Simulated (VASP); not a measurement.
# CsBr (Pm-3m) in VASP: a series of runs

CsBr is run at these levels: PBE; tasks: single point.

All numbers are computed with VASP 6.6.1; they aren't measurements. Logs are shortened: lines on timing, memory, paths and dates and some standing lists are left out, and cuts for length are marked.

## (1) The cell of the first run

Symmetry: Pm-3m, No. 221, cubic system. The conventional cell has a = 4.301 Å, b = 4.301 Å, c = 4.301 Å, α = 90.00°, β = 90.00°, γ = 90.00°. Cs (site symmetry m-3m) has 8 Br at 3.73 Å and 6 Cs at 4.30 Å within 4.9 Å. Br (site symmetry m-3m) has 8 Cs at 3.73 Å and 6 Br at 4.30 Å within 4.9 Å.

## (2) Single point, PBE (volume changed by -6%)

The input, INCAR:

```
  PREC = Accurate
  ENCUT = 500
  EDIFF = 1E-6
  ISMEAR = 0
  SIGMA = 0.01
  LREAL = False
  LASPH = True
  NELM = 120
  ALGO = Normal
  ISIF = 2
  LWAVE = False
  LCHARG = False
  GGA = PE
  NBANDS = 15
  GGA_COMPAT = False
```

The input, KPOINTS:

```
regular mesh
0
Gamma
  6 6 6
```

The input, POSCAR:

```
CsBr
1.0
    4.3013275095      0.0000000000      0.0000000000
    0.0000000000      4.3013275095      0.0000000000
    0.0000000000      0.0000000000      4.3013275095
Cs Br
1 1
Direct
    0.0000000000      0.0000000000      0.0000000000
    0.5000000000      0.5000000000      0.5000000000
```

Potentials or basis: VASP PAW PBE potentials, release 64 (Cs_sv, Br).

Command:

```sh
> cat potpaw_PBE.64/Cs_sv/POTCAR potpaw_PBE.64/Br/POTCAR > POTCAR
> mpirun -np 1 vasp_std > vasp.out
```

OUTCAR:

```text
PREC = Accurate
   ENCUT = 500
   EDIFF = 1E-6
   ISMEAR = 0
   LREAL = False
   LASPH = True
   NELM = 120
   ISIF = 2
   GGA = PE

 ion  position               nearest neighbor table
   1  0.000  0.000  0.000-
   2  0.500  0.500  0.500-

  LATTYP: Found a simple cubic cell.
 ALAT       =     4.3013275095

  Lattice vectors:

 A1 = (   4.3013275095,   0.0000000000,   0.0000000000)
 A2 = (   0.0000000000,   4.3013275095,   0.0000000000)
 A3 = (   0.0000000000,   0.0000000000,   4.3013275095)

Analysis of symmetry for initial positions (statically):
=====================================================================
 Subroutine PRICEL returns:
 Original cell was already a primitive cell.

 Routine SETGRP: Setting up the symmetry group for a
 simple cubic supercell.

 Subroutine GETGRP returns: Found 48 space group operations
 (whereof 48 operations were pure point group operations)
 out of a pool of 48 trial point group operations.

The static configuration has the point symmetry O_h .

Analysis of symmetry for dynamics (positions and initial velocities):
=====================================================================
 Subroutine PRICEL returns:
 Original cell was already a primitive cell.

 Routine SETGRP: Setting up the symmetry group for a
 simple cubic supercell.

 Subroutine GETGRP returns: Found 48 space group operations
 (whereof 48 operations were pure point group operations)
 out of a pool of 48 trial point group operations.

The dynamic configuration has the point symmetry O_h .

 Subroutine INISYM returns: Found 48 space group operations
 (whereof 48 operations are pure point group operations),
 and found     1 'primitive' translations

----------------------------------------------------------------------------------------

                                     Primitive cell

  volume of cell :      79.5807

  direct lattice vectors                    reciprocal lattice vectors
     4.301327510  0.000000000  0.000000000     0.232486366  0.000000000  0.000000000
     0.000000000  4.301327510  0.000000000     0.000000000  0.232486366  0.000000000
     0.000000000  0.000000000  4.301327510     0.000000000  0.000000000  0.232486366

  length of vectors
     4.301327510  4.301327510  4.301327510     0.232486366  0.232486366  0.232486366

  position of ions in fractional coordinates (direct lattice)
     0.000000000  0.000000000  0.000000000
     0.500000000  0.500000000  0.500000000

  ion indices of the primitive-cell ions
   primitive index   ion index
                 1           1
                 2           2

----------------------------------------------------------------------------------------

 KPOINTS: regular mesh

Automatic generation of k-mesh.
 Grid dimensions read from file:
 generate k-points for:    6    6    6

 Generating k-lattice:

  Cartesian coordinates                     Fractional coordinates (reciprocal lattice)
     0.038747728  0.000000000  0.000000000     0.166666667  0.000000000  0.000000000
     0.000000000  0.038747728  0.000000000     0.000000000  0.166666667  0.000000000
     0.000000000  0.000000000  0.038747728     0.000000000  0.000000000  0.166666667

  Length of vectors
     0.038747728  0.038747728  0.038747728

  Shift w.r.t. Gamma in fractional coordinates (k-lattice)
     0.000000000  0.000000000  0.000000000

 Subroutine IBZKPT returns following result:
 ===========================================

 Found     20 irreducible k-points:

 Following reciprocal coordinates:
            Coordinates               Weight
  0.000000  0.000000  0.000000      1.000000
  0.166667  0.000000  0.000000      6.000000
  0.333333  0.000000  0.000000      6.000000
  0.500000  0.000000  0.000000      3.000000
  0.166667  0.166667  0.000000     12.000000
  0.333333  0.166667  0.000000     24.000000
[... 12 lines left out ...]
  0.500000  0.500000  0.333333      6.000000
  0.500000  0.500000  0.500000      1.000000
   k-points           NKPTS =     20   k-points in BZ     NKDIM =     20   number of bands    NBANDS=     15
   number of dos      NEDOS =    301   number of ions     NIONS =      2
   total plane-waves  NPLWV =  32768
   dimension x,y,z NGX =    32 NGY =   32 NGZ =   32
   dimension x,y,z NGXF=    64 NGYF=   64 NGZF=   64
   ions per type =               1   1
   NGX,Y,Z   is equivalent  to a cutoff of  12.37, 12.37, 12.37 a.u.
   NGXF,Y,Z  is equivalent  to a cutoff of  24.74, 24.74, 24.74 a.u.
 SYSTEM =  unknown system
   PREC   = accura    normal or accurate (medium, high low for compatibility)
   ISTART =      0    job   : 0-new  1-cont  2-samecut
   ICHARG =      2    charge: 1-file 2-atom 10-const
   ISPIN  =      1    spin polarized calculation?
   LNONCOLLINEAR =      F non collinear calculations
   LSORBIT =      F    spin-orbit coupling
   LASPH  =      T    aspherical Exc in radial PAW
   ENCUT  =  500.0 eV  36.75 Ry    6.06 a.u.   7.84  7.84  7.84*2*pi/ulx,y,z
   NELM   =    120;   NELMIN=  2; NELMDL= -5     # of ELM steps
   EDIFF  = 0.1E-05   stopping-criterion for ELM
   LREAL  =      F    real-space projection
   EDIFFG = 0.1E-04   stopping-criterion for IOM
   NSW    =      0    number of steps for IOM
   IBRION =     -1    ionic relax: 0-MD 1-quasi-New 2-CG
   NFREE  =      0    steps in history (QN), initial steepest desc. (CG)
   ISIF   =      2    stress and relaxation
   ISYM   =      2    0-nonsym 1-usesym 2-fastsym
   POTIM  = 0.5000    time-step for ionic-motion
   TEBEG  =    0.0;   TEEND  =   0.0 temperature during run
   PSTRESS=    0.0 pullay stress
   NELECT =      16.0000    total number of electrons
   NUPDOWN=      -1.0000    fix difference up-down
   EMIN   =  10.00;   EMAX   =-10.00  energy-range for DOS
   EFERMI =   0.00;   METHOD = LEGACY
   ISMEAR =     0;   SIGMA  =   0.01  broadening in eV -4-tet -1-fermi 0-gaus
   EFERMI_NEDOS =   21; number of points for ismear=-14 and -15
   IALGO  =     38    algorithm
   IMIX   =      4    mixing-type and parameters
     AMIX     =   0.40;   BMIX     =  1.00
     AMIX_MAG =   1.60;   BMIX_MAG =  1.00
  volume/ion in A,a.u.               =      39.79       268.52
  Fermi-wavevector in a.u.,A,eV,Ry     =   0.959060  1.812360 12.514578  0.919796
  Thomas-Fermi vector in A             =   2.088222
   LORBIT       =      0    0 simple, 1 ext, 2 COOP (PROOUT), +10 PAW based schemes
   GGA     = PE    functional components
   LHFCALC =     F    Hartree Fock is set to
   AEXX    =    0.0000 exact exchange contribution
   IVDW    =     0    specifies the selected vdW correction
   LEPSILON=     F    determine dielectric tensor
   LRPA    =     F    only Hartree local field effects (RPA)
 non-spin polarized calculation
 Gauss-broadening in eV      SIGMA  =   0.01
  energy-cutoff  :      500.00
  volume of cell :       79.58
 maximum number of plane-waves:      2048
 NGX is ok and might be reduce to    32
   NGX = 15   NGY = 15   NGZ = 15

 number of electron      16.0000000 magnetization

 Free energy of the ion-electron system (eV)
  ---------------------------------------------------
  ext. energy  EPLUGINS =         0.00000000
  ---------------------------------------------------
  free energy    TOTEN  =        -6.00992258 eV

  energy without entropy =       -6.00992258  energy(sigma->0) =       -6.00992258

 E-fermi :  -0.3045     XC(G=0):  -8.0269

 val. band max:       -0.3502971455   @ k =   0.5000   0.5000   0.0000
 cond. band min:       4.1253483835   @ k =   0.0000   0.0000   0.0000
 fundamental gap:      4.4756455290
 Fermi energy:        -0.3044632362

 k-point     1 :       0.0000    0.0000    0.0000
  band No.  band energies     occupation
      1     -20.1431      2.00000
      2     -12.7054      2.00000
      3      -6.7406      2.00000
      4      -6.7406      2.00000
      5      -6.7406      2.00000
      6      -0.3538      2.00000
      7      -0.3538      2.00000
      8      -0.3538      2.00000
      9       4.1253      0.00000
     10       4.5737      0.00000
     11       4.5737      0.00000
     12       8.7385      0.00000
     13       8.7385      0.00000
     14       8.7385      0.00000
     15      11.7003      0.00000

 k-point     2 :       0.1667    0.0000    0.0000
  band No.  band energies     occupation
      1     -20.1304      2.00000
      2     -12.7084      2.00000
      3      -6.8436      2.00000
      4      -6.7157      2.00000
      5      -6.7157      2.00000
      6      -0.7570      2.00000
      7      -0.4029      2.00000
      8      -0.4029      2.00000
      9       4.7497      0.00000
     10       4.7722      0.00000
     11       5.1724      0.00000
     12       8.5932      0.00000
     13       8.5932      0.00000
     14       8.8782      0.00000
     15      10.3440      0.00000

 k-point     3 :       0.3333    0.0000    0.0000
  band No.  band energies     occupation
      1     -20.1047      2.00000
      2     -12.7162      2.00000
      3      -7.0305      2.00000
      4      -6.6645      2.00000
      5      -6.6645      2.00000
      6      -1.3903      2.00000
      7      -0.5046      2.00000
      8      -0.5046      2.00000
      9       5.2152      0.00000
     10       6.1001      0.00000
     11       6.5320      0.00000
     12       8.4711      0.00000
     13       8.4711      0.00000
     14       8.7340      0.00000
     15       9.2210      0.00000

 k-point     4 :       0.5000    0.0000    0.0000
  band No.  band energies     occupation
      1     -20.0917      2.00000
      2     -12.7209      2.00000
      3      -7.1153      2.00000
      4      -6.6383      2.00000
      5      -6.6383      2.00000
      6      -1.6563      2.00000
      7      -0.5572      2.00000
      8      -0.5572      2.00000
      9       5.5722      0.00000
     10       6.9042      0.00000
     11       7.3587      0.00000
     12       7.9781      0.00000
     13       8.4974      0.00000
     14       8.4974      0.00000
     15       9.4461      0.00000
[... 235 lines left out ...]
 k-point    18 :       0.5000    0.3333    0.3333
  band No.  band energies     occupation
      1     -20.0271      2.00000
      2     -12.5711      2.00000
      3      -7.2005      2.00000
      4      -7.0698      2.00000
      5      -7.0180      2.00000
      6      -1.2989      2.00000
      7      -1.2872      2.00000
      8      -1.0202      2.00000
      9       6.6145      0.00000
     10       6.8195      0.00000
     11       7.5352      0.00000
     12       7.7733      0.00000
     13       8.4469      0.00000
     14       9.2458      0.00000
     15      11.0951      0.00000

 k-point    19 :       0.5000    0.5000    0.3333
  band No.  band energies     occupation
      1     -20.0165      2.00000
      2     -12.5492      2.00000
      3      -7.1811      2.00000
      4      -7.1811      2.00000
      5      -7.0036      2.00000
      6      -1.3640      2.00000
      7      -1.3640      2.00000
      8      -1.2667      2.00000
      9       7.1814      0.00000
     10       7.2883      0.00000
     11       7.4581      0.00000
     12       7.4581      0.00000
     13       9.4455      0.00000
     14       9.4455      0.00000
     15      10.8768      0.00000

 k-point    20 :       0.5000    0.5000    0.5000
  band No.  band energies     occupation
      1     -20.0060      2.00000
      2     -12.5300      2.00000
      3      -7.1345      2.00000
      4      -7.1345      2.00000
      5      -7.1345      2.00000
      6      -1.5072      2.00000
      7      -1.5072      2.00000
      8      -1.5072      2.00000
      9       7.9254      0.00000
     10       7.9254      0.00000
     11       7.9254      0.00000
     12       8.7763      0.00000
     13       8.7763      0.00000
     14       8.7763      0.00000
     15      10.9278      0.00000

------------------------ aborting loop because EDIFF is reached ----------------------------------------

  FORCE on cell =-STRESS in cart. coord.  units (eV):
  Direction    XX          YY          ZZ          XY          YZ          ZX
  --------------------------------------------------------------------------------------
  -------------------------------------------------------------------------------------
  Total        0.4549411      0.4549411      0.4549411      0.0000000      0.0000000      0.0000000
  in kB        9.1592146      9.1592146      9.1592146      0.0000000      0.0000000      0.0000000
  external PRESSURE =       9.1592146 kB  Pullay stress =       0.0000000 kB

 VOLUME and BASIS-vectors are now :
 -----------------------------------------------------------------------------
  energy-cutoff  :      500.00
  volume of cell :       79.58
      direct lattice vectors                 reciprocal lattice vectors
     4.301327510  0.000000000  0.000000000     0.232486366  0.000000000  0.000000000
     0.000000000  4.301327510  0.000000000     0.000000000  0.232486366  0.000000000
     0.000000000  0.000000000  4.301327510     0.000000000  0.000000000  0.232486366

 POSITION                                       TOTAL-FORCE (eV/Angst)
 -----------------------------------------------------------------------------------
      0.00000      0.00000      0.00000         0.000000      0.000000      0.000000
      2.15066      2.15066      2.15066         0.000000      0.000000      0.000000
 -----------------------------------------------------------------------------------
    total drift:                                0.000000      0.000000     -0.000000

  FREE ENERGIE OF THE ION-ELECTRON SYSTEM (eV)
  ---------------------------------------------------
  free  energy   TOTEN  =        -6.0099225780 eV

  energy  without entropy=       -6.0099225780  energy(sigma->0) =       -6.00992258
```

It took 8.5 s on 1 thread of Intel Xeon 6975P-C (Granite Rapids), shared host; peak memory 0.17 GiB.

Results:

```
Free energy            : -6.0099 eV
Pressure               : 0.9 GPa
Band gap on the k mesh : 4.48 eV, indirect (the least direct gap lies 3.5 meV higher)
```

Caveat: the cell differs from its parent crystal (volume changed by -6%); spin-orbit coupling is left out, which moves the levels of the heavy elements.

## (3) Single point, PBE

This run uses another cell than the first one, of 40.29 Å³/atom, 1.013 times its volume.

The input, INCAR:

```
SYSTEM = CsBr
  ALGO = Normal
  EDIFF = 1E-6
  ENCUT = 500
  GGA = PE
  GGA_COMPAT = .False.
  ISIF = 2
  ISMEAR = 0
  LASPH = .True.
  LCHARG = .False.
  LREAL = .False.
  LWAVE = .False.
  NBANDS = 15
  NELM = 120
  PREC = Accurate
  SIGMA = 0.01
```

The input, KPOINTS:

```
k-points
0
Gamma
  6 6 6
  0 0 0
```

The input, POSCAR:

```
CsBr
1.0
    4.3193780653      0.0000000000      0.0000000000
    0.0000000000      4.3193780653      0.0000000000
    0.0000000000      0.0000000000      4.3193780653
Cs Br
1 1
Direct
    0.0000000000      0.0000000000      0.0000000000
    0.5000000000      0.5000000000      0.5000000000
```

Potentials or basis: VASP PAW PBE potentials, release 64 (Cs_sv, Br).

Command:

```sh
> cat potpaw_PBE.64/Cs_sv/POTCAR potpaw_PBE.64/Br/POTCAR > POTCAR
> mpirun -np 1 vasp_std > vasp.out
```

It took 8.7 s on 1 thread of Intel Xeon 6975P-C (Granite Rapids), shared host; peak memory 0.18 GiB.

The run converged. Its results:

```yaml
Free_energy: -6.0151 eV
Pressure: 0.7 GPa
Band_gap_on_the_k_mesh: 4.43 eV, indirect (least direct gap 4.43 eV)
```

Levels at points of the mesh, in eV from the valence-band top:
| k point | band 5 | band 6 | band 7 | band 8 | band 9 | band 10 | band 11 | band 12 |
| --- | --- | --- | --- | --- | --- | --- | --- | --- |
| (0.00, 0.00, 0.00) | -6.42 | -0.01 | -0.01 | -0.01 | 4.43 | 4.93 | 4.93 | 9.05 |
| (0.50, 0.00, 0.00) | -6.32 | -1.28 | -0.20 | -0.20 | 5.92 | 7.19 | 7.64 | 8.33 |
| (0.50, 0.50, 0.00) | -6.26 | -0.57 | -0.57 | 0.00 | 5.25 | 5.48 | 7.21 | 7.21 |
| (0.50, 0.50, 0.50) | -6.80 | -1.13 | -1.13 | -1.13 | 8.21 | 8.21 | 8.21 | 9.06 |

Caveat: spin-orbit coupling is left out, which moves the levels of the heavy elements. Expect the measured gap to be larger: semilocal functionals such as PBE lack the derivative discontinuity.
